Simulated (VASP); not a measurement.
# GaP (F-43m) in VASP: single point with LDA

Aim: the single point of GaP with LDA.

Program: VASP 6.6.1. These are calculated values, not measurements. Logs are shortened: lines on timing, memory, paths and dates and some standing lists are left out, and cuts for length are marked.

### Step 1. The cell of the first run

The structure is cubic, space group F-43m (No. 216). Conventional cell: a = 5.391 Å, b = 5.391 Å, c = 5.391 Å, α = 90.00°, β = 90.00°, γ = 90.00°. Within 3.1 Å of Ga (site symmetry -43m) lie 4 P at 2.33 Å. Within 3.1 Å of P (site symmetry -43m) lie 4 Ga at 2.33 Å.

### Step 2. Single point, LDA

Input file INCAR:

```
PREC     = Accurate       # precision mode
ENCUT    = 500            # plane-wave cutoff, eV
EDIFF    = 1E-6           # SCF threshold, eV
ISMEAR   = 0              # smearing method
SIGMA    = 0.02           # smearing width, eV
LREAL    = F              # projectors in reciprocal space
LASPH    = T              # aspherical terms in the spheres
NELM     = 120            # most SCF steps
ALGO     = Normal         # electronic algorithm
ISIF     = 2              # what is computed and relaxed
LWAVE    = F              # write WAVECAR
LCHARG   = F              # write CHGCAR
GGA      = CA             # functional
NBANDS   = 16             # bands
GGA_COMPAT= F
```

Input file KPOINTS:

```
Automatic mesh
0
Gamma
  8 8 8
```

Input file POSCAR:

```
GaP
1.0
    0.0000000000      2.6956550820      2.6956550820
    2.6956550820      0.0000000000      2.6956550820
    2.6956550820      2.6956550820      0.0000000000
Ga P
1 1
Direct
    0.0000000000      0.0000000000      0.0000000000
    0.7500000000      0.7500000000      0.7500000000
```

Potentials or basis: VASP PAW LDA potentials, release 64 (Ga_d, P).

Started as:

```console
cat potpaw_LDA.64/Ga_d/POTCAR potpaw_LDA.64/P/POTCAR > POTCAR
mpirun -np 1 vasp_std > vasp.out
```

OUTCAR:

```text
PREC = Accurate
   ENCUT = 500
   EDIFF = 1E-6
   ISMEAR = 0
   LREAL = F
   LASPH = T
   NELM = 120
   ISIF = 2
   GGA = CA

 ion  position               nearest neighbor table
   1  0.000  0.000  0.000-   2 2.33   2 2.33   2 2.33   2 2.33
   2  0.750  0.750  0.750-   1 2.33   1 2.33   1 2.33   1 2.33

  LATTYP: Found a face centered cubic cell.
 ALAT       =     5.3913101640

  Lattice vectors:

 A1 = (   0.0000000000,   2.6956550820,   2.6956550820)
 A2 = (   2.6956550820,   0.0000000000,   2.6956550820)
 A3 = (   2.6956550820,   2.6956550820,   0.0000000000)

Analysis of symmetry for initial positions (statically):
=====================================================================
 Subroutine PRICEL returns:
 Original cell was already a primitive cell.

 Routine SETGRP: Setting up the symmetry group for a
 face centered cubic supercell.

 Subroutine GETGRP returns: Found 24 space group operations
 (whereof 24 operations were pure point group operations)
 out of a pool of 48 trial point group operations.

The static configuration has the point symmetry T_d .

Analysis of symmetry for dynamics (positions and initial velocities):
=====================================================================
 Subroutine PRICEL returns:
 Original cell was already a primitive cell.

 Routine SETGRP: Setting up the symmetry group for a
 face centered cubic supercell.

 Subroutine GETGRP returns: Found 24 space group operations
 (whereof 24 operations were pure point group operations)
 out of a pool of 48 trial point group operations.

The dynamic configuration has the point symmetry T_d .

 Subroutine INISYM returns: Found 24 space group operations
 (whereof 24 operations are pure point group operations),
 and found     1 'primitive' translations

----------------------------------------------------------------------------------------

                                     Primitive cell

  volume of cell :      39.1763

  direct lattice vectors                    reciprocal lattice vectors
     0.000000000  2.695655082  2.695655082    -0.185483671  0.185483671  0.185483671
     2.695655082  0.000000000  2.695655082     0.185483671 -0.185483671  0.185483671
     2.695655082  2.695655082  0.000000000     0.185483671  0.185483671 -0.185483671

  length of vectors
     3.812231976  3.812231976  3.812231976     0.321267142  0.321267142  0.321267142

  position of ions in fractional coordinates (direct lattice)
     0.000000000  0.000000000  0.000000000
     0.750000000  0.750000000  0.750000000

  ion indices of the primitive-cell ions
   primitive index   ion index
                 1           1
                 2           2

----------------------------------------------------------------------------------------

 KPOINTS: Automatic mesh

Automatic generation of k-mesh.
 Grid dimensions read from file:
 generate k-points for:    8    8    8

 Generating k-lattice:

  Cartesian coordinates                     Fractional coordinates (reciprocal lattice)
    -0.023185459  0.023185459  0.023185459     0.125000000  0.000000000  0.000000000
     0.023185459 -0.023185459  0.023185459     0.000000000  0.125000000  0.000000000
     0.023185459  0.023185459 -0.023185459     0.000000000  0.000000000  0.125000000

  Length of vectors
     0.040158393  0.040158393  0.040158393

  Shift w.r.t. Gamma in fractional coordinates (k-lattice)
     0.000000000  0.000000000  0.000000000

 Subroutine IBZKPT returns following result:
 ===========================================

 Found     29 irreducible k-points:

 Following reciprocal coordinates:
            Coordinates               Weight
  0.000000  0.000000  0.000000      1.000000
  0.125000  0.000000  0.000000      8.000000
  0.250000  0.000000  0.000000      8.000000
  0.375000  0.000000  0.000000      8.000000
  0.500000  0.000000  0.000000      4.000000
  0.125000  0.125000  0.000000      6.000000
[... 16 lines left out ...]
  0.500000  0.250000  0.125000     48.000000
 -0.375000  0.250000  0.125000     24.000000
 [... further k-points ...]
   k-points           NKPTS =     29   k-points in BZ     NKDIM =     29   number of bands    NBANDS=     16
   number of dos      NEDOS =    301   number of ions     NIONS =      2
   total plane-waves  NPLWV =  21952
   dimension x,y,z NGX =    28 NGY =   28 NGZ =   28
   dimension x,y,z NGXF=    56 NGYF=   56 NGZF=   56
   ions per type =               1   1
   NGX,Y,Z   is equivalent  to a cutoff of  12.21, 12.21, 12.21 a.u.
   NGXF,Y,Z  is equivalent  to a cutoff of  24.42, 24.42, 24.42 a.u.
 SYSTEM =  unknown system
   PREC   = accura    normal or accurate (medium, high low for compatibility)
   ISTART =      0    job   : 0-new  1-cont  2-samecut
   ICHARG =      2    charge: 1-file 2-atom 10-const
   ISPIN  =      1    spin polarized calculation?
   LNONCOLLINEAR =      F non collinear calculations
   LSORBIT =      F    spin-orbit coupling
   LASPH  =      T    aspherical Exc in radial PAW
   ENCUT  =  500.0 eV  36.75 Ry    6.06 a.u.   6.95  6.95  6.95*2*pi/ulx,y,z
   NELM   =    120;   NELMIN=  2; NELMDL= -5     # of ELM steps
   EDIFF  = 0.1E-05   stopping-criterion for ELM
   LREAL  =      F    real-space projection
   EDIFFG = 0.1E-04   stopping-criterion for IOM
   NSW    =      0    number of steps for IOM
   IBRION =     -1    ionic relax: 0-MD 1-quasi-New 2-CG
   NFREE  =      0    steps in history (QN), initial steepest desc. (CG)
   ISIF   =      2    stress and relaxation
   ISYM   =      2    0-nonsym 1-usesym 2-fastsym
   POTIM  = 0.5000    time-step for ionic-motion
   TEBEG  =    0.0;   TEEND  =   0.0 temperature during run
   PSTRESS=    0.0 pullay stress
   NELECT =      18.0000    total number of electrons
   NUPDOWN=      -1.0000    fix difference up-down
   EMIN   =  10.00;   EMAX   =-10.00  energy-range for DOS
   EFERMI =   0.00;   METHOD = LEGACY
   ISMEAR =     0;   SIGMA  =   0.02  broadening in eV -4-tet -1-fermi 0-gaus
   EFERMI_NEDOS =   21; number of points for ismear=-14 and -15
   IALGO  =     38    algorithm
   IMIX   =      4    mixing-type and parameters
     AMIX     =   0.40;   BMIX     =  1.00
     AMIX_MAG =   1.60;   BMIX_MAG =  1.00
  volume/ion in A,a.u.               =      19.59       132.19
  Fermi-wavevector in a.u.,A,eV,Ry     =   1.263256  2.387208 21.712389  1.595816
  Thomas-Fermi vector in A             =   2.396622
   LORBIT       =      0    0 simple, 1 ext, 2 COOP (PROOUT), +10 PAW based schemes
   GGA     = CA    functional components
   LHFCALC =     F    Hartree Fock is set to
   AEXX    =    0.0000 exact exchange contribution
   IVDW    =     0    specifies the selected vdW correction
   LEPSILON=     F    determine dielectric tensor
   LRPA    =     F    only Hartree local field effects (RPA)
 non-spin polarized calculation
 Gauss-broadening in eV      SIGMA  =   0.02
  energy-cutoff  :      500.00
  volume of cell :       39.18
 maximum number of plane-waves:      1006
   NGX = 13   NGY = 13   NGZ = 13

 number of electron      17.9999998 magnetization

 Free energy of the ion-electron system (eV)
  ---------------------------------------------------
  ext. energy  EPLUGINS =         0.00000000
  ---------------------------------------------------
  free energy    TOTEN  =       -10.45066246 eV

  energy without entropy =      -10.45066246  energy(sigma->0) =      -10.45066246

 E-fermi :   4.9422     XC(G=0): -10.3108

 val. band max:        4.8485045088   @ k =   0.0000   0.0000   0.0000
 cond. band min:       6.2781269370   @ k =   0.5000   0.5000   0.0000
 fundamental gap:      1.4296224282
 Fermi energy:         4.9422150692

 k-point     1 :       0.0000    0.0000    0.0000
  band No.  band energies     occupation
      1      -9.9174      2.00000
      2      -9.9174      2.00000
      3      -9.9174      2.00000
      4      -9.8090      2.00000
      5      -9.8090      2.00000
      6      -7.9120      2.00000
[... 8 lines left out ...]
     15      14.6926      0.00000
     16      14.6926      0.00000

 k-point     2 :       0.1250    0.0000    0.0000
  band No.  band energies     occupation
      1      -9.9320      2.00000
      2      -9.9122      2.00000
      3      -9.9122      2.00000
      4      -9.8091      2.00000
      5      -9.8091      2.00000
      6      -7.7009      2.00000
[... 8 lines left out ...]
     15      14.0101      0.00000
     16      14.4240      0.00000

 k-point     3 :       0.2500    0.0000    0.0000
  band No.  band energies     occupation
      1      -9.9638      2.00000
      2      -9.9013      2.00000
      3      -9.9013      2.00000
      4      -9.8077      2.00000
      5      -9.8077      2.00000
      6      -7.1006      2.00000
[... 8 lines left out ...]
     15      13.8109      0.00000
     16      14.6123      0.00000

 k-point     4 :       0.3750    0.0000    0.0000
  band No.  band energies     occupation
      1      -9.9925      2.00000
      2      -9.8930      2.00000
      3      -9.8930      2.00000
      4      -9.8036      2.00000
      5      -9.8036      2.00000
      6      -6.2524      2.00000
[... 8 lines left out ...]
     15      15.0519      0.00000
     16      15.0519      0.00000

 k-point     5 :       0.5000    0.0000    0.0000
  band No.  band energies     occupation
      1     -10.0036      2.00000
      2      -9.8904      2.00000
      3      -9.8904      2.00000
      4      -9.8009      2.00000
      5      -9.8009      2.00000
      6      -5.7187      2.00000
[... 8 lines left out ...]
     15      16.6192      0.00000
     16      16.6192      0.00000

 k-point     6 :       0.1250    0.1250    0.0000
  band No.  band energies     occupation
      1      -9.9413      2.00000
      2      -9.9074      2.00000
      3      -9.9074      2.00000
      4      -9.8137      2.00000
      5      -9.8055      2.00000
      6      -7.6310      2.00000
[... 8 lines left out ...]
     15      14.8127      0.00000
     16      14.9414      0.00000
[... 267 lines left out ...]
 k-point    21 :       0.5000    0.5000    0.0000
  band No.  band energies     occupation
      1     -10.0412      2.00000
      2      -9.8497      2.00000
      3      -9.8458      2.00000
      4      -9.8458      2.00000
      5      -9.7850      2.00000
      6      -4.7548      2.00000
[... 8 lines left out ...]
     15      17.3566      0.00000
     16      17.9175      0.00000

 k-point    22 :       0.3750    0.2500    0.1250
  band No.  band energies     occupation
      1      -9.9879      2.00000
      2      -9.8883      2.00000
      3      -9.8839      2.00000
      4      -9.8214      2.00000
      5      -9.7991      2.00000
      6      -6.5890      2.00000
[... 8 lines left out ...]
     15      16.0347      0.00000
     16      17.2619      0.00000

 k-point    23 :       0.5000    0.2500    0.1250
  band No.  band energies     occupation
      1     -10.0037      2.00000
      2      -9.8846      2.00000
      3      -9.8738      2.00000
      4      -9.8191      2.00000
      5      -9.7992      2.00000
      6      -5.7861      2.00000
[... 8 lines left out ...]
     15      16.4116      0.00000
     16      17.7204      0.00000

 k-point    24 :      -0.3750    0.2500    0.1250
  band No.  band energies     occupation
      1     -10.0095      2.00000
      2      -9.8841      2.00000
      3      -9.8703      2.00000
      4      -9.8151      2.00000
      5      -9.8011      2.00000
      6      -5.2877      2.00000
[... 8 lines left out ...]
     15      16.8443      0.00000
     16      17.4333      0.00000

 [... further k-points ...]

------------------------ aborting loop because EDIFF is reached ----------------------------------------

  FORCE on cell =-STRESS in cart. coord.  units (eV):
  Direction    XX          YY          ZZ          XY          YZ          ZX
  --------------------------------------------------------------------------------------
  -------------------------------------------------------------------------------------
  Total        0.0178544      0.0178544      0.0178544     -0.0000000      0.0000000      0.0000000
  in kB        0.7301845      0.7301845      0.7301845     -0.0000000      0.0000000      0.0000000
  external PRESSURE =       0.7301845 kB  Pullay stress =       0.0000000 kB

 VOLUME and BASIS-vectors are now :
 -----------------------------------------------------------------------------
  energy-cutoff  :      500.00
  volume of cell :       39.18
      direct lattice vectors                 reciprocal lattice vectors
     0.000000000  2.695655082  2.695655082    -0.185483671  0.185483671  0.185483671
     2.695655082  0.000000000  2.695655082     0.185483671 -0.185483671  0.185483671
     2.695655082  2.695655082  0.000000000     0.185483671  0.185483671 -0.185483671

 POSITION                                       TOTAL-FORCE (eV/Angst)
 -----------------------------------------------------------------------------------
      0.00000      0.00000      0.00000        -0.000000      0.000000     -0.000000
      4.04348      4.04348      4.04348         0.000000     -0.000000      0.000000
 -----------------------------------------------------------------------------------
    total drift:                               -0.000000     -0.000000     -0.000000

  FREE ENERGIE OF THE ION-ELECTRON SYSTEM (eV)
  ---------------------------------------------------
  free  energy   TOTEN  =       -10.4506624595 eV

  energy  without entropy=      -10.4506624595  energy(sigma->0) =      -10.45066246
```

Run time: 14 s. Hardware: 1 thread of AMD EPYC 7R43 (Zen 3), shared host; peak memory 0.11 GiB.

Results:

| Property | Result |
| --- | --- |
| Free energy | -10.4507 eV |
| Pressure | 0.1 GPa |
| Band gap on the k mesh | 1.43 eV (least direct gap 1.91 eV) |

A k mesh can miss the band edges.
